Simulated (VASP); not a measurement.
# V (C2/c) in VASP: further runs

The runs below take V through single point, with PBE.

All numbers are computed with VASP 6.6.1; they aren't measurements. Logs are shortened: lines on timing, memory, paths and dates and some standing lists are left out, and cuts for length are marked.

**1. The cell of the first run**

The typed cell holds 2 atoms: a = 2.777 Å, b = 2.777 Å, c = 4.633 Å, α = 96.70°, β = 96.70°, γ = 127.67°.

**2. Single point, PBE, collinear spin, ferromagnetic start**

INCAR

```
SYSTEM = V
  PREC = Accurate
  ENCUT = 520
  EDIFF = 1E-6
  ISMEAR = -1
  SIGMA = 0.05
  LREAL = .FALSE.
  LASPH = .TRUE.
  NELM = 150
  ALGO = Normal
  ISIF = 2
  LWAVE = .FALSE.
  LCHARG = .FALSE.
  ISPIN = 2
  MAGMOM = 1 1
  LORBIT = 11
  LMAXMIX = 4
  GGA = PE
  ISYM = 0
  NBANDS = 24
  KPAR = 4
```

KPOINTS

```
regular mesh
0
G
  14 14 9
  0 0 0
```

POSCAR

```
V
1.0
   -1.7623330144      1.7620741071      1.2243501758
    1.7620741071     -1.7623330144      1.2243501758
    3.1591469624      3.1591469624     -1.2248243651
V
2
Direct
    0.9999121445      0.0000878555      1.0000000000
    0.7500878555      0.2499121445      0.5000000000
```

Potentials or basis: VASP PAW PBE potentials, release 64 (V_sv).

Command:

```sh
$ cat potpaw_PBE.64/V_sv/POTCAR > POTCAR
$ mpirun -np 4 vasp_std > vasp.out
```

OUTCAR:

```text
SYSTEM = V
   PREC = Accurate
   ENCUT = 520
   EDIFF = 1E-6
   ISMEAR = -1
   LREAL = .FALSE.
   LASPH = .TRUE.
   NELM = 150
   ISIF = 2
   ISPIN = 2
   LORBIT = 11
   GGA = PE
   ISYM = 0

 ion  position               nearest neighbor table
   1  1.000  0.000  0.000-   2 2.63   2 2.63   2 2.63   2 2.63
   2  0.750  0.250  0.500-   1 2.63   1 2.63   1 2.63   1 2.63

IMPORTANT INFORMATION: All symmetrisations will be switched off!
NOSYMM: (Re-)initialisation of all symmetry stuff for point group C_1.

----------------------------------------------------------------------------------------

                                     Primitive cell

  volume of cell :      27.2630

  direct lattice vectors                    reciprocal lattice vectors
    -1.762333014  1.762074107  1.224350176    -0.062698652  0.221037014  0.408396640
     1.762074107 -1.762333014  1.224350176     0.221037014 -0.062698652  0.408396640
     3.159146962  3.159146962 -1.224824365     0.158277061  0.158277061  0.000033470

  length of vectors
     2.776644768  2.776644768  4.632560176     0.468589690  0.468589690  0.223837569

  position of ions in fractional coordinates (direct lattice)
     0.999912145  0.000087855  0.000000000
     0.750087855  0.249912145  0.500000000

  ion indices of the primitive-cell ions
   primitive index   ion index
                 1           1
                 2           2

----------------------------------------------------------------------------------------

 KPOINTS: regular mesh

Automatic generation of k-mesh.
 Grid dimensions read from file:
 generate k-points for:   14   14    9

 Generating k-lattice:

  Cartesian coordinates                     Fractional coordinates (reciprocal lattice)
    -0.004478475  0.015788358  0.029171189     0.071428571  0.000000000  0.000000000
     0.015788358 -0.004478475  0.029171189     0.000000000  0.071428571  0.000000000
     0.017586340  0.017586340  0.000003719     0.000000000  0.000000000  0.111111111

  Length of vectors
     0.033470692  0.033470692  0.024870841

  Shift w.r.t. Gamma in fractional coordinates (k-lattice)
     0.000000000  0.000000000  0.000000000

 Subroutine IBZKPT returns following result:
 ===========================================

 Found    884 irreducible k-points:

 Following reciprocal coordinates:
            Coordinates               Weight
  0.000000  0.000000  0.000000      1.000000
  0.071429 -0.000000  0.000000      2.000000
  0.000000 -0.071429 -0.000000      2.000000
  0.142857 -0.000000  0.000000      2.000000
  0.000000 -0.142857 -0.000000      2.000000
  0.214286 -0.000000 -0.000000      2.000000
[... 16 lines left out ...]
  0.357143  0.071429  0.000000      2.000000
 -0.071429 -0.357143 -0.000000      2.000000
 [... further k-points ...]
   k-points           NKPTS =    884   k-points in BZ     NKDIM =    884   number of bands    NBANDS=     24
   number of dos      NEDOS =    301   number of ions     NIONS =      2
   total plane-waves  NPLWV =  20736
   dimension x,y,z NGX =    24 NGY =   24 NGZ =   36
   dimension x,y,z NGXF=    48 NGYF=   48 NGZF=   72
   ions per type =               2
   NGX,Y,Z   is equivalent  to a cutoff of  14.37, 14.37, 12.92 a.u.
   NGXF,Y,Z  is equivalent  to a cutoff of  28.74, 28.74, 25.84 a.u.
 SYSTEM =  V
   PREC   = accura    normal or accurate (medium, high low for compatibility)
   ISTART =      0    job   : 0-new  1-cont  2-samecut
   ICHARG =      2    charge: 1-file 2-atom 10-const
   ISPIN  =      2    spin polarized calculation?
   LNONCOLLINEAR =      F non collinear calculations
   LSORBIT =      F    spin-orbit coupling
   LASPH  =      T    aspherical Exc in radial PAW
   ENCUT  =  520.0 eV  38.22 Ry    6.18 a.u.   5.16  5.16  8.61*2*pi/ulx,y,z
   NELM   =    150;   NELMIN=  2; NELMDL= -5     # of ELM steps
   EDIFF  = 0.1E-05   stopping-criterion for ELM
   LREAL  =      F    real-space projection
   EDIFFG = 0.1E-04   stopping-criterion for IOM
   NSW    =      0    number of steps for IOM
   IBRION =     -1    ionic relax: 0-MD 1-quasi-New 2-CG
   NFREE  =      0    steps in history (QN), initial steepest desc. (CG)
   ISIF   =      2    stress and relaxation
   ISYM   =      0    0-nonsym 1-usesym 2-fastsym
   POTIM  = 0.5000    time-step for ionic-motion
   TEBEG  =    0.0;   TEEND  =   0.0 temperature during run
   PSTRESS=    0.0 pullay stress
   NELECT =      26.0000    total number of electrons
   NUPDOWN=      -1.0000    fix difference up-down
   EMIN   =  10.00;   EMAX   =-10.00  energy-range for DOS
   EFERMI =   0.00;   METHOD = LEGACY
   ISMEAR =    -1;   SIGMA  =   0.05  broadening in eV -4-tet -1-fermi 0-gaus
   EFERMI_NEDOS =   21; number of points for ismear=-14 and -15
   IALGO  =     38    algorithm
   IMIX   =      4    mixing-type and parameters
     AMIX     =   0.40;   BMIX     =  1.00
     AMIX_MAG =   1.60;   BMIX_MAG =  1.00
  volume/ion in A,a.u.               =      13.63        91.99
  Fermi-wavevector in a.u.,A,eV,Ry     =   1.611417  3.045137 35.329784  2.596666
  Thomas-Fermi vector in A             =   2.706811
   LORBIT       =     11    0 simple, 1 ext, 2 COOP (PROOUT), +10 PAW based schemes
   GGA     = PE    functional components
   LHFCALC =     F    Hartree Fock is set to
   AEXX    =    0.0000 exact exchange contribution
   IVDW    =     0    specifies the selected vdW correction
   LEPSILON=     F    determine dielectric tensor
   LRPA    =     F    only Hartree local field effects (RPA)
 spin polarized calculation
  energy-cutoff  :      520.00
  volume of cell :       27.26
 maximum number of plane-waves:       751
 NGX is ok and might be reduce to    24
   NGX = 11   NGY = 11   NGZ = 17

 number of electron      26.0000010 magnetization      -0.0007648

 number of electron      26.0000010 magnetization       0.0003018

 Free energy of the ion-electron system (eV)
  ---------------------------------------------------
  ext. energy  EPLUGINS =         0.00000000
  ---------------------------------------------------
  free energy    TOTEN  =       -17.78496894 eV

  energy without entropy =      -17.76236663  energy(sigma->0) =      -17.77366779

 E-fermi :   9.7060     XC(G=0): -12.8261

 val. band max:        9.7035482570   @ k =  -0.4286   0.5000   0.2222
 cond. band min:       9.7073839439   @ k =   0.5000   0.1429  -0.3333
 fundamental gap:      0.0038356870
 Fermi energy:         9.7059740650

 spin component 1

 k-point     1 :       0.0000    0.0000    0.0000
  band No.  band energies     occupation
      1     -54.1705      1.00000
      2     -54.0094      1.00000
      3     -28.3758      1.00000
      4     -27.7255      1.00000
      5     -27.5622      1.00000
      6     -27.5467      1.00000
[... 16 lines left out ...]
     23      28.3654      0.00000
     24      30.1924      0.00000

 k-point     2 :       0.0714   -0.0000    0.0000
  band No.  band energies     occupation
      1     -54.1591      1.00000
      2     -54.0018      1.00000
      3     -28.3589      1.00000
      4     -27.7324      1.00000
      5     -27.5720      1.00000
      6     -27.5474      1.00000
[... 16 lines left out ...]
     23      28.4723      0.00000
     24      30.0558      0.00000

 k-point     3 :       0.0000   -0.0714   -0.0000
  band No.  band energies     occupation
      1     -54.1591      1.00000
      2     -54.0018      1.00000
      3     -28.3589      1.00000
      4     -27.7324      1.00000
      5     -27.5720      1.00000
      6     -27.5474      1.00000
[... 16 lines left out ...]
     23      28.4723      0.00000
     24      30.0558      0.00000

 k-point     4 :       0.1429   -0.0000    0.0000
  band No.  band energies     occupation
      1     -54.1271      1.00000
      2     -53.9806      1.00000
      3     -28.3115      1.00000
      4     -27.7530      1.00000
      5     -27.6103      1.00000
      6     -27.5490      1.00000
[... 16 lines left out ...]
     23      28.6191      0.00000
     24      29.1663      0.00000

 k-point     5 :       0.0000   -0.1429   -0.0000
  band No.  band energies     occupation
      1     -54.1271      1.00000
      2     -53.9806      1.00000
      3     -28.3115      1.00000
      4     -27.7530      1.00000
      5     -27.6103      1.00000
      6     -27.5490      1.00000
[... 451 lines left out ...]
 k-point    22 :      -0.0714   -0.2857   -0.0000
  band No.  band energies     occupation
      1     -53.9871      1.00000
      2     -53.8896      1.00000
      3     -28.1828      1.00000
      4     -28.1562      1.00000
      5     -28.0343      1.00000
      6     -27.7723      1.00000
[... 16 lines left out ...]
     23      24.8986      0.00000
     24      25.5082      0.00000

 k-point    23 :       0.3571    0.0714    0.0000
  band No.  band energies     occupation
      1     -53.9473      1.00000
      2     -53.8696      1.00000
      3     -28.3280      1.00000
      4     -28.2637      1.00000
      5     -28.0124      1.00000
      6     -27.7884      1.00000
[... 16 lines left out ...]
     23      23.3068      0.00000
     24      24.4036      0.00000

 k-point    24 :      -0.0714   -0.3571   -0.0000
  band No.  band energies     occupation
      1     -53.9473      1.00000
      2     -53.8696      1.00000
      3     -28.3280      1.00000
      4     -28.2637      1.00000
      5     -28.0124      1.00000
      6     -27.7884      1.00000
[... 16 lines left out ...]
     23      23.3068      0.00000
     24      24.4036      0.00000

 [... further k-points ...]

 spin component 2

 k-point     1 :       0.0000    0.0000    0.0000
  band No.  band energies     occupation
      1     -54.1704      1.00000
      2     -54.0093      1.00000
      3     -28.3757      1.00000
      4     -27.7254      1.00000
      5     -27.5621      1.00000
      6     -27.5466      1.00000
[... 16 lines left out ...]
     23      28.3655      0.00000
     24      30.1925      0.00000

 k-point     2 :       0.0714   -0.0000    0.0000
  band No.  band energies     occupation
      1     -54.1590      1.00000
      2     -54.0017      1.00000
      3     -28.3588      1.00000
      4     -27.7323      1.00000
      5     -27.5719      1.00000
      6     -27.5473      1.00000
[... 16 lines left out ...]
     23      28.4724      0.00000
     24      30.0559      0.00000

 k-point     3 :       0.0000   -0.0714   -0.0000
  band No.  band energies     occupation
      1     -54.1590      1.00000
      2     -54.0017      1.00000
      3     -28.3588      1.00000
      4     -27.7323      1.00000
      5     -27.5719      1.00000
      6     -27.5473      1.00000
[... 16 lines left out ...]
     23      28.4724      0.00000
     24      30.0559      0.00000

 k-point     4 :       0.1429   -0.0000    0.0000
  band No.  band energies     occupation
      1     -54.1270      1.00000
      2     -53.9805      1.00000
      3     -28.3114      1.00000
      4     -27.7529      1.00000
      5     -27.6102      1.00000
      6     -27.5489      1.00000
[... 16 lines left out ...]
     23      28.6192      0.00000
     24      29.1664      0.00000

 k-point     5 :       0.0000   -0.1429   -0.0000
  band No.  band energies     occupation
      1     -54.1270      1.00000
      2     -53.9805      1.00000
      3     -28.3114      1.00000
      4     -27.7529      1.00000
      5     -27.6102      1.00000
      6     -27.5489      1.00000
[... 451 lines left out ...]
 k-point    22 :      -0.0714   -0.2857   -0.0000
  band No.  band energies     occupation
      1     -53.9870      1.00000
      2     -53.8895      1.00000
      3     -28.1827      1.00000
      4     -28.1561      1.00000
      5     -28.0342      1.00000
      6     -27.7722      1.00000
[... 16 lines left out ...]
     23      24.8987      0.00000
     24      25.5083      0.00000

 k-point    23 :       0.3571    0.0714    0.0000
  band No.  band energies     occupation
      1     -53.9472      1.00000
      2     -53.8695      1.00000
      3     -28.3279      1.00000
      4     -28.2636      1.00000
      5     -28.0123      1.00000
      6     -27.7883      1.00000
[... 16 lines left out ...]
     23      23.3069      0.00000
     24      24.4038      0.00000

 k-point    24 :      -0.0714   -0.3571   -0.0000
  band No.  band energies     occupation
      1     -53.9472      1.00000
      2     -53.8695      1.00000
      3     -28.3279      1.00000
      4     -28.2636      1.00000
      5     -28.0123      1.00000
      6     -27.7883      1.00000
[... 16 lines left out ...]
     23      23.3069      0.00000
     24      24.4038      0.00000

 [... further k-points ...]
[... 5 lines left out ...]
  --------------------------------------------------------------------------------------
  -------------------------------------------------------------------------------------
  Total        0.0349490      0.0349491      0.0607391      0.0021963      0.0006251      0.0006250
  in kB        2.0538663      2.0538680      3.5694809      0.1290682      0.0367329      0.0367314
  external PRESSURE =       2.5590718 kB  Pullay stress =       0.0000000 kB

 VOLUME and BASIS-vectors are now :
 -----------------------------------------------------------------------------
  energy-cutoff  :      520.00
  volume of cell :       27.26
      direct lattice vectors                 reciprocal lattice vectors
    -1.762333014  1.762074107  1.224350176    -0.062698652  0.221037014  0.408396640
     1.762074107 -1.762333014  1.224350176     0.221037014 -0.062698652  0.408396640
     3.159146962  3.159146962 -1.224824365     0.158277061  0.158277061  0.000033470

 POSITION                                       TOTAL-FORCE (eV/Angst)
 -----------------------------------------------------------------------------------
     -1.76202      1.76176      1.22435         0.000040     -0.000040     -0.000000
      0.69803      2.46086      0.61194        -0.000040      0.000040      0.000000
 -----------------------------------------------------------------------------------
    total drift:                               -0.000000      0.000000     -0.000000

  FREE ENERGIE OF THE ION-ELECTRON SYSTEM (eV)
  ---------------------------------------------------
  free  energy   TOTEN  =       -17.7849689421 eV

  energy  without entropy=      -17.7623666319  energy(sigma->0) =      -17.77366779

 total charge

# of ion       s       p       d       tot
------------------------------------------
    1        2.340   6.218   3.097  11.655
    2        2.340   6.218   3.097  11.655
--------------------------------------------------
tot          4.680  12.437   6.194  23.311

 magnetization (x)

# of ion       s       p       d       tot
------------------------------------------
    1        0.000   0.000   0.000   0.000
    2        0.000   0.000   0.000   0.000
--------------------------------------------------
tot          0.000   0.000   0.000   0.000
```

It took 3.6 min on 4 MPI ranks of Intel Xeon Platinum 8259CL at 2.50GHz (Skylake/Cascade Lake), shared host; peak memory 0.79 GiB.

What came out:

```yaml
Free_energy: -17.7850 eV
Pressure: 0.3 GPa
Band_gap_on_the_k_mesh: zero (filled and empty bands overlap)
Net_moment: 0.00 μB per cell
Valence_electrons_inside_the_program's_atomic_spheres: V 11.65
```

Stress tensor (GPa, compression positive):
```
0.21 0.01 0.00
0.01 0.21 0.00
0.00 0.00 0.36
```

Levels at points of the mesh, in eV from the Fermi level:
Spin up:
```csv
k point,band 11,band 12,band 13,band 14,band 15,band 16
"(0.00, 0.00, 0.00)",-0.67,-0.67,0.69,0.72,0.72,1.79
"(0.50, 0.00, 0.00)",-2.23,-0.45,0.41,0.85,2.00,2.46
"(0.00, 0.50, 0.00)",-2.23,-0.45,0.41,0.85,2.00,2.46
"(0.50, 0.50, 0.00)",-1.48,-1.47,-1.00,-1.00,2.70,2.70
```
Spin down:
```csv
k point,band 10,band 11,band 12,band 13,band 14,band 15,band 16,band 17
"(0.00, 0.00, 0.00)",-3.22,-0.67,-0.67,0.69,0.72,0.72,1.79,1.79
"(0.50, 0.00, 0.00)",-2.89,-2.23,-0.45,0.41,0.85,2.00,2.46,3.19
"(0.00, 0.50, 0.00)",-2.89,-2.23,-0.45,0.41,0.85,2.00,2.46,3.19
"(0.50, 0.50, 0.00)",-2.52,-1.48,-1.47,-1.00,-1.00,2.70,2.70,3.47
```

Caveat: the moments typed at the start vanished in this run.

**3. Single point, PBE, collinear spin, ferromagnetic start (13.09 Å³/atom)**

This run uses another cell than the first one, of 13.09 Å³/atom.

INCAR

```
SYSTEM = V
PREC = Accurate
ENCUT = 520
EDIFF = 1E-6
ISMEAR = -1
SIGMA = 0.05
LREAL = .False.
LASPH = .True.
NELM = 150
ALGO = Normal
ISIF = 2
LWAVE = .False.
LCHARG = .False.
ISPIN = 2
MAGMOM = 1 1
LORBIT = 11
LMAXMIX = 4
GGA = PE
NBANDS = 24
```

KPOINTS

```
Automatic mesh
0
Gamma
  16 16 8
  0 0 0
```

POSCAR

```
V
1.0
   -1.7385147823      1.7382593676      1.2078028816
    1.7382593676     -1.7385147823      1.2078028816
    3.1164505552      3.1164505552     -1.2082706740
V
2
Direct
    0.9999121443      0.0000878557      1.0000000000
    0.7500878557      0.2499121443      0.5000000000
```

Potentials or basis: VASP PAW PBE potentials, release 64 (V_sv).

Command:

```sh
$ cat potpaw_PBE.64/V_sv/POTCAR > POTCAR
$ mpirun -np 1 vasp_std > vasp.out
```

It took 8.7 min on 1 thread of Oxide Virtual Turin-like, shared host; peak memory 0.48 GiB.

It converged, with:

| Item | Value |
| --- | --- |
| Free energy | -17.7592 eV |
| Pressure | 7.9 GPa |
| Band gap on the k mesh | zero (filled and empty bands overlap) |
| Net moment | 0.00 μB per cell |
| Valence electrons inside the program's atomic spheres | V 11.73 |

Stress tensor (GPa, compression positive):
```
7.84 0.15 0.03
0.15 7.84 0.03
0.03 0.03 8.03
```

Levels at points of the mesh, in eV from the Fermi level:
Spin up:
| k point | band 11 | band 12 | band 13 | band 14 | band 15 | band 16 |
| --- | --- | --- | --- | --- | --- | --- |
| (0.00, 0.00, 0.00) | -0.73 | -0.72 | 0.73 | 0.74 | 0.79 | 1.86 |
| (0.50, 0.00, 0.00) | -2.38 | -0.49 | 0.41 | 0.93 | 2.10 | 2.57 |
| (0.50, 0.50, 0.00) | -1.57 | -1.56 | -1.03 | -1.03 | 2.82 | 2.83 |
| (0.00, 0.00, 0.50) | -0.77 | -0.77 | -0.36 | -0.36 | 1.66 | 1.66 |
| (0.50, 0.00, 0.50) | -2.38 | -0.49 | 0.40 | 0.92 | 2.10 | 2.58 |
| (0.50, 0.50, 0.50) | -1.73 | -1.73 | 1.20 | 1.20 | 2.55 | 2.55 |
Spin down:
| k point | band 11 | band 12 | band 13 | band 14 | band 15 | band 16 |
| --- | --- | --- | --- | --- | --- | --- |
| (0.00, 0.00, 0.00) | -0.73 | -0.72 | 0.73 | 0.74 | 0.79 | 1.86 |
| (0.50, 0.00, 0.00) | -2.38 | -0.49 | 0.41 | 0.93 | 2.10 | 2.57 |
| (0.50, 0.50, 0.00) | -1.57 | -1.56 | -1.03 | -1.03 | 2.82 | 2.83 |
| (0.00, 0.00, 0.50) | -0.77 | -0.77 | -0.36 | -0.36 | 1.66 | 1.66 |
| (0.50, 0.00, 0.50) | -2.38 | -0.49 | 0.40 | 0.92 | 2.10 | 2.58 |
| (0.50, 0.50, 0.50) | -1.73 | -1.73 | 1.20 | 1.20 | 2.55 | 2.55 |

Caveat: the cell stands under pressure; the moments typed at the start vanished in this run.
